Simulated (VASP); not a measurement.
# CaSe (Fm-3m) in VASP: single point with PBEsol

Aim: the single point of CaSe with PBEsol.

All numbers are computed with VASP 6.6.1; they aren't measurements. Logs are shortened: lines on timing, memory, paths and dates and some standing lists are left out, and cuts for length are marked.

**1. The cell of the first run**

The structure is cubic, space group Fm-3m (No. 225). The conventional cell has a = 5.940 Å, b = 5.940 Å, c = 5.940 Å, α = 90.00°, β = 90.00°, γ = 90.00°. Within 3.9 Å of Ca (site symmetry m-3m) lie 6 Se at 2.97 Å. Within 3.9 Å of Se (site symmetry m-3m) lie 6 Ca at 2.97 Å.

**2. Single point, PBEsol**

The input, INCAR:

```
PREC     = Accurate       # precision mode
ENCUT    = 520            # plane-wave cutoff, eV
EDIFF    = 1E-6           # SCF threshold, eV
ISMEAR   = -1             # smearing method
SIGMA    = 0.03           # smearing width, eV
LREAL    = F              # projectors in reciprocal space
LASPH    = T              # aspherical terms in the spheres
NELM     = 80             # most SCF steps
ALGO     = Normal         # electronic algorithm
ISIF     = 2              # what is computed and relaxed
LWAVE    = F              # write WAVECAR
LCHARG   = F              # write CHGCAR
GGA      = PS             # functional
NBANDS   = 15             # bands
```

The input, KPOINTS:

```
Automatic mesh
0
Gamma
  7 7 7
```

The input, POSCAR:

```
CaSe
1.0
    0.0000000000      2.9702381052      2.9702381052
    2.9702381052      0.0000000000      2.9702381052
    2.9702381052      2.9702381052      0.0000000000
Ca Se
1 1
Direct
    0.0000000000      0.0000000000      0.0000000000
    0.5000000000      0.5000000000      0.5000000000
```

Potentials or basis: VASP PAW PBE potentials, release 64 (Ca_sv, Se).

Started as:

```bash
cat potpaw_PBE.64/Ca_sv/POTCAR potpaw_PBE.64/Se/POTCAR > POTCAR
mpirun -np 1 vasp_std > vasp.out
```

OUTCAR:

```text
PREC = Accurate
   ENCUT = 520
   EDIFF = 1E-6
   ISMEAR = -1
   LREAL = F
   LASPH = T
   NELM = 80
   ISIF = 2
   GGA = PS

 ion  position               nearest neighbor table
   1  0.000  0.000  0.000-   2 2.97   2 2.97   2 2.97   2 2.97   2 2.97   2 2.97
   2  0.500  0.500  0.500-   1 2.97   1 2.97   1 2.97   1 2.97   1 2.97   1 2.97

  LATTYP: Found a face centered cubic cell.
 ALAT       =     5.9404762104

  Lattice vectors:

 A1 = (   0.0000000000,   2.9702381052,   2.9702381052)
 A2 = (   2.9702381052,   0.0000000000,   2.9702381052)
 A3 = (   2.9702381052,   2.9702381052,   0.0000000000)

Analysis of symmetry for initial positions (statically):
=====================================================================
 Subroutine PRICEL returns:
 Original cell was already a primitive cell.

 Routine SETGRP: Setting up the symmetry group for a
 face centered cubic supercell.

 Subroutine GETGRP returns: Found 48 space group operations
 (whereof 48 operations were pure point group operations)
 out of a pool of 48 trial point group operations.

The static configuration has the point symmetry O_h .

Analysis of symmetry for dynamics (positions and initial velocities):
=====================================================================
 Subroutine PRICEL returns:
 Original cell was already a primitive cell.

 Routine SETGRP: Setting up the symmetry group for a
 face centered cubic supercell.

 Subroutine GETGRP returns: Found 48 space group operations
 (whereof 48 operations were pure point group operations)
 out of a pool of 48 trial point group operations.

The dynamic configuration has the point symmetry O_h .

 Subroutine INISYM returns: Found 48 space group operations
 (whereof 48 operations are pure point group operations),
 and found     1 'primitive' translations

----------------------------------------------------------------------------------------

                                     Primitive cell

  volume of cell :      52.4087

  direct lattice vectors                    reciprocal lattice vectors
     0.000000000  2.970238105  2.970238105    -0.168336673  0.168336673  0.168336673
     2.970238105  0.000000000  2.970238105     0.168336673 -0.168336673  0.168336673
     2.970238105  2.970238105  0.000000000     0.168336673  0.168336673 -0.168336673

  length of vectors
     4.200551012  4.200551012  4.200551012     0.291567670  0.291567670  0.291567670

  position of ions in fractional coordinates (direct lattice)
     0.000000000  0.000000000  0.000000000
     0.500000000  0.500000000  0.500000000

  ion indices of the primitive-cell ions
   primitive index   ion index
                 1           1
                 2           2

----------------------------------------------------------------------------------------

 KPOINTS: Automatic mesh

Automatic generation of k-mesh.
 Grid dimensions read from file:
 generate k-points for:    7    7    7

 Generating k-lattice:

  Cartesian coordinates                     Fractional coordinates (reciprocal lattice)
    -0.024048096  0.024048096  0.024048096     0.142857143  0.000000000  0.000000000
     0.024048096 -0.024048096  0.024048096     0.000000000  0.142857143  0.000000000
     0.024048096  0.024048096 -0.024048096     0.000000000  0.000000000  0.142857143

  Length of vectors
     0.041652524  0.041652524  0.041652524

  Shift w.r.t. Gamma in fractional coordinates (k-lattice)
     0.000000000  0.000000000  0.000000000

 Subroutine IBZKPT returns following result:
 ===========================================

 Found     20 irreducible k-points:

 Following reciprocal coordinates:
            Coordinates               Weight
  0.000000  0.000000  0.000000      1.000000
  0.142857  0.000000  0.000000      8.000000
  0.285714  0.000000  0.000000      8.000000
  0.428571  0.000000  0.000000      8.000000
  0.142857  0.142857  0.000000      6.000000
  0.285714  0.142857  0.000000     24.000000
[... 12 lines left out ...]
 -0.428571  0.428571  0.142857     24.000000
 -0.285714  0.428571  0.142857     24.000000
   k-points           NKPTS =     20   k-points in BZ     NKDIM =     20   number of bands    NBANDS=     15
   number of dos      NEDOS =    301   number of ions     NIONS =      2
   total plane-waves  NPLWV =  32768
   dimension x,y,z NGX =    32 NGY =   32 NGZ =   32
   dimension x,y,z NGXF=    64 NGYF=   64 NGZF=   64
   ions per type =               1   1
   NGX,Y,Z   is equivalent  to a cutoff of  12.66, 12.66, 12.66 a.u.
   NGXF,Y,Z  is equivalent  to a cutoff of  25.33, 25.33, 25.33 a.u.
 SYSTEM =  unknown system
   PREC   = accura    normal or accurate (medium, high low for compatibility)
   ISTART =      0    job   : 0-new  1-cont  2-samecut
   ICHARG =      2    charge: 1-file 2-atom 10-const
   ISPIN  =      1    spin polarized calculation?
   LNONCOLLINEAR =      F non collinear calculations
   LSORBIT =      F    spin-orbit coupling
   LASPH  =      T    aspherical Exc in radial PAW
   ENCUT  =  520.0 eV  38.22 Ry    6.18 a.u.   7.81  7.81  7.81*2*pi/ulx,y,z
   NELM   =     80;   NELMIN=  2; NELMDL= -5     # of ELM steps
   EDIFF  = 0.1E-05   stopping-criterion for ELM
   LREAL  =      F    real-space projection
   EDIFFG = 0.1E-04   stopping-criterion for IOM
   NSW    =      0    number of steps for IOM
   IBRION =     -1    ionic relax: 0-MD 1-quasi-New 2-CG
   NFREE  =      0    steps in history (QN), initial steepest desc. (CG)
   ISIF   =      2    stress and relaxation
   ISYM   =      2    0-nonsym 1-usesym 2-fastsym
   POTIM  = 0.5000    time-step for ionic-motion
   TEBEG  =    0.0;   TEEND  =   0.0 temperature during run
   PSTRESS=    0.0 pullay stress
   NELECT =      16.0000    total number of electrons
   NUPDOWN=      -1.0000    fix difference up-down
   EMIN   =  10.00;   EMAX   =-10.00  energy-range for DOS
   EFERMI =   0.00;   METHOD = LEGACY
   ISMEAR =    -1;   SIGMA  =   0.03  broadening in eV -4-tet -1-fermi 0-gaus
   EFERMI_NEDOS =   21; number of points for ismear=-14 and -15
   IALGO  =     38    algorithm
   IMIX   =      4    mixing-type and parameters
     AMIX     =   0.40;   BMIX     =  1.00
     AMIX_MAG =   1.60;   BMIX_MAG =  1.00
  volume/ion in A,a.u.               =      26.20       176.84
  Fermi-wavevector in a.u.,A,eV,Ry     =   1.102335  2.083111 16.533014  1.215142
  Thomas-Fermi vector in A             =   2.238776
   LORBIT       =      0    0 simple, 1 ext, 2 COOP (PROOUT), +10 PAW based schemes
   GGA     = PS    functional components
   LHFCALC =     F    Hartree Fock is set to
   AEXX    =    0.0000 exact exchange contribution
   IVDW    =     0    specifies the selected vdW correction
   LEPSILON=     F    determine dielectric tensor
   LRPA    =     F    only Hartree local field effects (RPA)
 non-spin polarized calculation
  energy-cutoff  :      520.00
  volume of cell :       52.41
 maximum number of plane-waves:      1420
   NGX = 15   NGY = 15   NGZ = 15

 number of electron      15.9999996 magnetization

 Free energy of the ion-electron system (eV)
  ---------------------------------------------------
  ext. energy  EPLUGINS =         0.00000000
  ---------------------------------------------------
  free energy    TOTEN  =       -10.06576509 eV

  energy without entropy =      -10.06576509  energy(sigma->0) =      -10.06576509

 E-fermi :   2.9040     XC(G=0):  -9.2727

 val. band max:        2.2549365862   @ k =   0.0000   0.0000   0.0000
 cond. band min:       4.2748685539   @ k =   0.4286   0.4286   0.0000
 fundamental gap:      2.0199319676
 Fermi energy:         2.9040372733

 k-point     1 :       0.0000    0.0000    0.0000
  band No.  band energies     occupation
      1     -37.3236      2.00000
      2     -18.3955      2.00000
      3     -18.3955      2.00000
      4     -18.3955      2.00000
      5      -9.5257      2.00000
      6       2.2549      2.00000
      7       2.2549      2.00000
      8       2.2549      2.00000
      9       5.3701      0.00000
     10       5.9092      0.00000
     11       5.9092      0.00000
     12       5.9092      0.00000
     13       6.4977      0.00000
     14       6.4977      0.00000
     15      11.7730      0.00000

 k-point     2 :       0.1429    0.0000    0.0000
  band No.  band energies     occupation
      1     -37.3223      2.00000
      2     -18.4171      2.00000
      3     -18.3970      2.00000
      4     -18.3970      2.00000
      5      -9.4081      2.00000
      6       1.2959      2.00000
      7       1.9560      2.00000
      8       1.9560      2.00000
      9       5.7606      0.00000
     10       6.1794      0.00000
     11       6.1794      0.00000
     12       6.6222      0.00000
     13       7.0136      0.00000
     14       7.0136      0.00000
     15      11.9702      0.00000

 k-point     3 :       0.2857    0.0000    0.0000
  band No.  band energies     occupation
      1     -37.3196      2.00000
      2     -18.4648      2.00000
      3     -18.4003      2.00000
      4     -18.4003      2.00000
      5      -9.1269      2.00000
      6      -0.0749      2.00000
      7       1.4396      2.00000
      8       1.4396      2.00000
      9       5.9454      0.00000
     10       6.8247      0.00000
     11       6.8247      0.00000
     12       8.0925      0.00000
     13       8.1996      0.00000
     14       8.1996      0.00000
     15      11.4320      0.00000
[... 271 lines left out ...]
 k-point    19 :      -0.4286    0.4286    0.1429
  band No.  band energies     occupation
      1     -37.3152      2.00000
      2     -18.4691      2.00000
      3     -18.4354      2.00000
      4     -18.4274      2.00000
      5      -8.9102      2.00000
      6      -0.1763      2.00000
      7       0.8323      2.00000
      8       0.9212      2.00000
      9       5.2677      0.00000
     10       7.3397      0.00000
     11       7.7280      0.00000
     12       8.2214      0.00000
     13       8.2481      0.00000
     14       8.6415      0.00000
     15      11.3432      0.00000

 k-point    20 :      -0.2857    0.4286    0.1429
  band No.  band energies     occupation
      1     -37.3150      2.00000
      2     -18.4566      2.00000
      3     -18.4556      2.00000
      4     -18.4249      2.00000
      5      -8.8672      2.00000
      6       0.1109      2.00000
      7       0.1648      2.00000
      8       0.8609      2.00000
      9       6.1621      0.00000
     10       7.0674      0.00000
     11       7.6216      0.00000
     12       8.0192      0.00000
     13       8.1849      0.00000
     14       9.9904      0.00000
     15      11.2603      0.00000

------------------------ aborting loop because EDIFF is reached ----------------------------------------

  FORCE on cell =-STRESS in cart. coord.  units (eV):
  Direction    XX          YY          ZZ          XY          YZ          ZX
  --------------------------------------------------------------------------------------
  -------------------------------------------------------------------------------------
  Total       -0.5168157     -0.5168157     -0.5168157      0.0000000      0.0000000     -0.0000000
  in kB      -15.7994679    -15.7994679    -15.7994679      0.0000000      0.0000000     -0.0000000
  external PRESSURE =     -15.7994679 kB  Pullay stress =       0.0000000 kB

 VOLUME and BASIS-vectors are now :
 -----------------------------------------------------------------------------
  energy-cutoff  :      520.00
  volume of cell :       52.41
      direct lattice vectors                 reciprocal lattice vectors
     0.000000000  2.970238105  2.970238105    -0.168336673  0.168336673  0.168336673
     2.970238105  0.000000000  2.970238105     0.168336673 -0.168336673  0.168336673
     2.970238105  2.970238105  0.000000000     0.168336673  0.168336673 -0.168336673

 POSITION                                       TOTAL-FORCE (eV/Angst)
 -----------------------------------------------------------------------------------
      0.00000      0.00000      0.00000         0.000000     -0.000000     -0.000000
      2.97024      2.97024      2.97024        -0.000000      0.000000      0.000000
 -----------------------------------------------------------------------------------
    total drift:                                0.000000     -0.000000     -0.000000

  FREE ENERGIE OF THE ION-ELECTRON SYSTEM (eV)
  ---------------------------------------------------
  free  energy   TOTEN  =       -10.0657650862 eV

  energy  without entropy=      -10.0657650862  energy(sigma->0) =      -10.06576509
```

It took 6 s on 1 thread of Intel Xeon 6975P-C (Granite Rapids), shared host; peak memory 0.17 GiB.

Results:

| Item | Value |
| --- | --- |
| Free energy | -10.0658 eV |
| Pressure | -1.6 GPa |
| Band gap on the k mesh | 2.02 eV, indirect (least direct gap 2.93 eV) |

Caveat: the PAW data sets were made with another functional, which shifts forces and pressure a little.
